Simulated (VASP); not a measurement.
# Al2O3 (P-3m1) in VASP: a series of runs

Al2O3 is run at these levels: PBEsol; tasks: single point, relaxation of cell and atoms.

Everything below comes from runs of VASP 6.6.1. Logs are shortened: lines on timing, memory, paths and dates and some standing lists are left out, and cuts for length are marked.

### Step 1. The cell of the first run

The structure is trigonal, space group P-3m1 (No. 164). Conventional cell: a = 2.989 Å, b = 2.989 Å, c = 7.998 Å, α = 90.00°, β = 90.00°, γ = 120.00°. Al (site symmetry 3m) has 4 O at 1.67 to 1.82 Å within 2.2 Å. O (site symmetry 3m) has 3 Al at 1.82 Å within 2.4 Å. Within 2.2 Å of O (site symmetry -3m) lie 2 Al at 1.67 Å.

### Step 2. Single point, PBEsol

Contents of INCAR:

```
ALGO = Normal
EDIFF = 1E-6
ENCUT = 520
GGA = PS
ISIF = 2
ISMEAR = 0
LASPH = True
LCHARG = True
LELF = True
LREAL = False
LVHAR = True
LWAVE = False
NBANDS = 20
NELM = 60
PREC = Accurate
SIGMA = 0.01
```

Contents of KPOINTS:

```
k-points
0
Gamma
  8 8 3
```

Contents of POSCAR:

```
Al2O3
1.0
    2.9885283935      0.0000000000      0.0000000000
   -1.4942641967      2.5881415087      0.0000000000
    0.0000000000      0.0000000000      7.9979343736
Al O
2 3
Direct
    0.0000000000      0.0000000000      0.2910414302
    0.0000000000      0.0000000000      0.7089585698
    0.3333333333      0.6666666667      0.2167247698
    0.6666666667      0.3333333333      0.7832752302
    0.0000000000      0.0000000000      0.5000000000
```

Potentials or basis: VASP PAW PBE potentials, release 64 (Al, O).

The run is started by

```bash
$ cat potpaw_PBE.64/Al/POTCAR potpaw_PBE.64/O/POTCAR > POTCAR
$ mpirun -np 1 vasp_std > vasp.out
```

OUTCAR:

```text
EDIFF = 1E-6
   ENCUT = 520
   GGA = PS
   ISIF = 2
   ISMEAR = 0
   LASPH = True
   LREAL = False
   NELM = 60
   PREC = Accurate

 ion  position               nearest neighbor table
   1  0.000  0.000  0.291-   5 1.67   3 1.82   3 1.82   3 1.82   2 3.34
   2  0.000  0.000  0.709-   5 1.67   4 1.82   4 1.82   4 1.82   1 3.34
   3  0.333  0.667  0.217-   1 1.82   1 1.82   1 1.82
   4  0.667  0.333  0.783-   2 1.82   2 1.82   2 1.82
   5  0.000  0.000  0.500-   1 1.67   2 1.67

  LATTYP: Found a hexagonal cell.
 ALAT       =     2.9885283935
 C/A-ratio  =     2.6762116067

  Lattice vectors:

 A1 = (   2.9885283935,   0.0000000000,   0.0000000000)
 A2 = (  -1.4942641967,   2.5881415087,   0.0000000000)
 A3 = (   0.0000000000,   0.0000000000,   7.9979343736)

Analysis of symmetry for initial positions (statically):
=====================================================================
 Subroutine PRICEL returns:
 Original cell was already a primitive cell.

 Routine SETGRP: Setting up the symmetry group for a
 hexagonal supercell.

 Subroutine GETGRP returns: Found 12 space group operations
 (whereof 12 operations were pure point group operations)
 out of a pool of 24 trial point group operations.

The static configuration has the point symmetry D_3d.

Analysis of symmetry for dynamics (positions and initial velocities):
=====================================================================
 Subroutine PRICEL returns:
 Original cell was already a primitive cell.

 Routine SETGRP: Setting up the symmetry group for a
 hexagonal supercell.

 Subroutine GETGRP returns: Found 12 space group operations
 (whereof 12 operations were pure point group operations)
 out of a pool of 24 trial point group operations.

The dynamic configuration has the point symmetry D_3d.

 Subroutine INISYM returns: Found 12 space group operations
 (whereof 12 operations are pure point group operations),
 and found     1 'primitive' translations

----------------------------------------------------------------------------------------

                                     Primitive cell

  volume of cell :      61.8619

  direct lattice vectors                    reciprocal lattice vectors
     2.988528394  0.000000000  0.000000000     0.334612849  0.193188818  0.000000000
    -1.494264197  2.588141509  0.000000000     0.000000000  0.386377637  0.000000000
     0.000000000  0.000000000  7.997934374     0.000000000  0.000000000  0.125032284

  length of vectors
[... 89 lines left out ...]
   EDIFFG = 0.1E-04   stopping-criterion for IOM
   NSW    =      0    number of steps for IOM
   IBRION =     -1    ionic relax: 0-MD 1-quasi-New 2-CG
   NFREE  =      0    steps in history (QN), initial steepest desc. (CG)
   ISIF   =      2    stress and relaxation
   ISYM   =      2    0-nonsym 1-usesym 2-fastsym
   POTIM  = 0.5000    time-step for ionic-motion
   TEBEG  =    0.0;   TEEND  =   0.0 temperature during run
   PSTRESS=    0.0 pullay stress
   NELECT =      24.0000    total number of electrons
   NUPDOWN=      -1.0000    fix difference up-down
   EMIN   =  10.00;   EMAX   =-10.00  energy-range for DOS
   EFERMI =   0.00;   METHOD = LEGACY
   ISMEAR =     0;   SIGMA  =   0.01  broadening in eV -4-tet -1-fermi 0-gaus
   EFERMI_NEDOS =   21; number of points for ismear=-14 and -15
   IALGO  =     38    algorithm
   IMIX   =      4    mixing-type and parameters
     AMIX     =   0.40;   BMIX     =  1.00
     AMIX_MAG =   1.60;   BMIX_MAG =  1.00
  volume/ion in A,a.u.               =      12.37        83.49
  Fermi-wavevector in a.u.,A,eV,Ry     =   1.194000  2.256332 19.396941  1.425635
  Thomas-Fermi vector in A             =   2.330000
   LORBIT       =      0    0 simple, 1 ext, 2 COOP (PROOUT), +10 PAW based schemes
   GGA     = PS    functional components
   LHFCALC =     F    Hartree Fock is set to
   AEXX    =    0.0000 exact exchange contribution
   IVDW    =     0    specifies the selected vdW correction
   LEPSILON=     F    determine dielectric tensor
   LRPA    =     F    only Hartree local field effects (RPA)
 non-spin polarized calculation
 Gauss-broadening in eV      SIGMA  =   0.01
  energy-cutoff  :      520.00
  volume of cell :       61.86
 maximum number of plane-waves:      1685
 NGX is ok and might be reduce to    24
   NGX = 11   NGY = 11   NGZ = 29

 number of electron      24.0000003 magnetization

 Free energy of the ion-electron system (eV)
  ---------------------------------------------------
  ext. energy  EPLUGINS =         0.00000000
  ---------------------------------------------------
  free energy    TOTEN  =       -37.74795748 eV

  energy without entropy =      -37.74795748  energy(sigma->0) =      -37.74795748

 E-fermi :   3.5066     XC(G=0):  -9.6130

 val. band max:        3.4084174992   @ k =   0.0000   0.0000   0.0000
 cond. band min:       5.8060907358   @ k =   0.0000   0.0000   0.0000
 fundamental gap:      2.3976732366
 Fermi energy:         3.5066384763

 k-point     1 :       0.0000    0.0000    0.0000
  band No.  band energies     occupation
      1     -16.2603      2.00000
      2     -16.1144      2.00000
      3     -13.4637      2.00000
      4      -2.6208      2.00000
      5      -1.0264      2.00000
      6      -0.3632      2.00000
[... 541 lines left out ...]
     19      14.9045      0.00000
     20      15.5016      0.00000

 [... further k-points ...]

------------------------ aborting loop because EDIFF is reached ----------------------------------------

  FORCE on cell =-STRESS in cart. coord.  units (eV):
  Direction    XX          YY          ZZ          XY          YZ          ZX
  --------------------------------------------------------------------------------------
  -------------------------------------------------------------------------------------
  Total        0.0344236      0.0344236      0.2448716      0.0000000      0.0000000      0.0000000
  in kB        0.8915466      0.8915466      6.3419919      0.0000000      0.0000000      0.0000000
  external PRESSURE =       2.7083617 kB  Pullay stress =       0.0000000 kB

 VOLUME and BASIS-vectors are now :
 -----------------------------------------------------------------------------
  energy-cutoff  :      520.00
  volume of cell :       61.86
      direct lattice vectors                 reciprocal lattice vectors
     2.988528394  0.000000000  0.000000000     0.334612849  0.193188818  0.000000000
    -1.494264197  2.588141509  0.000000000     0.000000000  0.386377637  0.000000000
     0.000000000  0.000000000  7.997934374     0.000000000  0.000000000  0.125032284

 POSITION                                       TOTAL-FORCE (eV/Angst)
 -----------------------------------------------------------------------------------
      0.00000      0.00000      2.32773        -0.000000     -0.000000     -0.091964
      0.00000      0.00000      5.67020        -0.000000      0.000000      0.091964
     -0.00000      1.72543      1.73335        -0.000000      0.000000      0.000249
      1.49426      0.86271      6.26458         0.000000      0.000000     -0.000249
      0.00000      0.00000      3.99897         0.000000      0.000000      0.000000
 -----------------------------------------------------------------------------------
    total drift:                               -0.000000      0.000000      0.000000

  FREE ENERGIE OF THE ION-ELECTRON SYSTEM (eV)
  ---------------------------------------------------
  free  energy   TOTEN  =       -37.7479574788 eV

  energy  without entropy=      -37.7479574788  energy(sigma->0) =      -37.74795748
```

OSZICAR:

```text
N       E                     dE             d eps       ncg     rms          rms(c)
DAV:   1     0.108025553705E+03    0.10803E+03   -0.12282E+04  1000   0.109E+03
DAV:   2    -0.354058002459E+02   -0.14343E+03   -0.13775E+03  1252   0.240E+02
DAV:   3    -0.428930105041E+02   -0.74872E+01   -0.74619E+01  1264   0.580E+01
DAV:   4    -0.429559514107E+02   -0.62941E-01   -0.62921E-01  1280   0.591E+00
DAV:   5    -0.429567539115E+02   -0.80250E-03   -0.80249E-03  1268   0.639E-01    0.132E+01
DAV:   6    -0.379488281563E+02    0.50079E+01   -0.16344E+01  1128   0.275E+01    0.520E+00
DAV:   7    -0.378375978769E+02    0.11123E+00   -0.52120E-01  1204   0.518E+00    0.270E+00
DAV:   8    -0.377577572307E+02    0.79841E-01   -0.94965E-02  1284   0.270E+00    0.869E-01
DAV:   9    -0.377456151046E+02    0.12142E-01   -0.41754E-02  1356   0.181E+00    0.246E-01
DAV:  10    -0.377472273022E+02   -0.16122E-02   -0.63926E-03  1164   0.573E-01    0.172E-01
DAV:  11    -0.377479571009E+02   -0.72980E-03   -0.19866E-03  1116   0.272E-01    0.506E-02
DAV:  12    -0.377479391309E+02    0.17970E-04   -0.14702E-04  1296   0.102E-01    0.244E-02
DAV:  13    -0.377479558445E+02   -0.16714E-04   -0.54471E-05  1160   0.555E-02    0.928E-03
DAV:  14    -0.377479573064E+02   -0.14619E-05   -0.36527E-06  1264   0.140E-02    0.268E-03
DAV:  15    -0.377479574788E+02   -0.17232E-06   -0.39999E-07   964   0.431E-03
   1 F= -.37747957E+02 E0= -.37747957E+02  d E =-.199547E-45
```

stdout:

```text
POSCAR found type information on POSCAR AlO
 POSCAR found :  2 types and       5 ions
 scaLAPACK will be used
 -----------------------------------------------------------------------------
|                                                                             |
|                                                                             |
|     You enforced a specific xc type in the INCAR file but a different       |
|     I HOPE YOU KNOW WHAT YOU ARE DOING!                                     |
|                                                                             |
 -----------------------------------------------------------------------------

 LDA part: xc-table for (Slater+PW92), standard interpolation
 POSCAR, INCAR and KPOINTS ok, starting setup
 FFT: planning ... GRIDC
 FFT: planning ... GRID_SOFT
 FFT: planning ... GRID
 WAVECAR not read
 entering main loop
```

Wall time 43 s (1 thread of Intel Xeon 8259CL, shared host); peak memory 0.18 GiB.

Results:

```yaml
Free_energy: -37.7480 eV
Pressure: 0.3 GPa
Largest_force: 0.092 eV/Å
Band_gap_on_the_k_mesh: 2.40 eV
```

Forces in eV/Å, atoms in the order of the input:
```
Al   0.000  0.000 -0.092
Al   0.000  0.000  0.092
O    0.000  0.000  0.000
O    0.000  0.000  0.000
O    0.000  0.000  0.000
```

Levels at points of the mesh, in eV from the valence-band top:
| k point | band 8 | band 9 | band 10 | band 11 | band 12 | band 13 | band 14 | band 15 | band 16 | band 17 |
| --- | --- | --- | --- | --- | --- | --- | --- | --- | --- | --- |
| (0.00, 0.00, 0.00) | -3.77 | -3.77 | -2.58 | 0.00 | 0.00 | 2.40 | 4.20 | 7.05 | 9.56 | 10.33 |
| (0.50, 0.00, 0.00) | -4.38 | -3.60 | -3.25 | -1.83 | -0.51 | 4.61 | 6.09 | 8.33 | 8.84 | 9.52 |

Caveat: the PAW data sets were made with another functional, which shifts forces and pressure a little; an odd mesh through Γ misses points on the zone boundary, where band edges can lie.

### Step 3. Relaxation of cell and atoms, PBEsol

This run uses another cell than the first one, of 11.95 Å³/atom.

Contents of INCAR:

```
SYSTEM = Al2O3
  PREC = Accurate
  ENCUT = 600
  EDIFF = 1E-6
  ISMEAR = 0
  SIGMA = 0.01
  LREAL = .FALSE.
  LASPH = .TRUE.
  NELM = 100
  ALGO = Normal
  ISIF = 3
  LWAVE = .FALSE.
  LCHARG = .FALSE.
  GGA = PS
  IBRION = 2
  NSW = 80
  EDIFFG = -0.02
```

Contents of KPOINTS:

```
regular mesh
0
G
  8 8 3
  0 0 0
```

Contents of POSCAR:

```
Al2O3
1.0
    3.0174825400      0.0000000000      0.0000000000
   -1.5087412700      2.6132165400      0.0000000000
    0.0000000000      0.0000000000      7.5746360000
Al O
2 3
Direct
    0.0000000000      0.0000000000      0.2779509999
    0.0000000000      0.0000000000      0.7220490001
    0.3333333286      0.6666666705      0.1994540002
    0.6666666714      0.3333333295      0.8005459998
    0.0000000000      0.0000000000      0.5000000000
```

Potentials or basis: VASP PAW PBE potentials, release 64 (Al, O).

The run is started by

```bash
$ cat potpaw_PBE.64/Al/POTCAR potpaw_PBE.64/O/POTCAR > POTCAR
$ mpirun -np 1 vasp_std > vasp.out
```

Wall time 2.4 min (1 thread of Intel Xeon 8259CL, shared host); peak memory 0.19 GiB.

The run converged. Its results:

```yaml
Free_energy: -37.7541 eV
Relaxed_volume: 11.68 Å³/atom
Relaxed_cell: a = 2.988 Å, b = 2.988 Å, c = 7.553 Å, α = 90.00°, β = 90.00°, γ = 120.00°
Space_group_after_relaxing_to_0.1_Å: P-3m1 (No. 164)
Energy_gained_by_relaxing: 3.5 meV/atom
Ionic_steps: 6
Pressure_after_relaxing: 0.0 GPa
Largest_force_after_relaxing: 0.016 eV/Å
Band_gap_on_the_k_mesh: 2.32 eV
```

Forces in eV/Å, atoms in the order of the input:
```
Al   0.000  0.000  0.016
Al   0.000  0.000 -0.016
O    0.000  0.000  0.012
O    0.000  0.000 -0.012
O    0.000  0.000  0.000
```

The path:
| step | energy change (eV) | largest force (eV/Å) | pressure (GPa) | volume (Å³) |
| --- | --- | --- | --- | --- |
| 1 | 0.0000 | 0.1892 | -3.70 | 59.73 |
| 2 | -0.0040 | 0.2139 | 3.61 | 57.38 |
| 3 | -0.0166 | 0.0660 | 0.06 | 58.45 |
| 4 | -0.0160 | 0.2629 | -0.04 | 58.38 |
| 5 | -0.0172 | 0.0715 | 0.01 | 58.43 |
| 6 | -0.0175 | 0.0162 | 0.03 | 58.42 |

Final structure:
```
Al O
1.0
     2.98847    0.00000    0.00000
    -1.49424    2.58809    0.00000
     0.00000    0.00000    7.55321
Al O
2 3
Direct
  0.00000 0.00000 0.27842
  0.00000 0.00000 0.72158
  0.33333 0.66667 0.19986
  0.66667 0.33333 0.80014
  0.00000 0.00000 0.50000
```

Levels at points of the mesh, in eV from the valence-band top:
```tsv
k point	band 9	band 10	band 11	band 12	band 13	band 14	band 15	band 16
(0.00, 0.00, 0.00)	-3.80	-2.43	0.00	0.00	2.32	4.35	7.31	10.50
(0.50, 0.00, 0.00)	-3.64	-3.23	-1.87	-0.51	4.46	6.14	8.22	8.97
```

Caveat: the PAW data sets were made with another functional, which shifts forces and pressure a little.
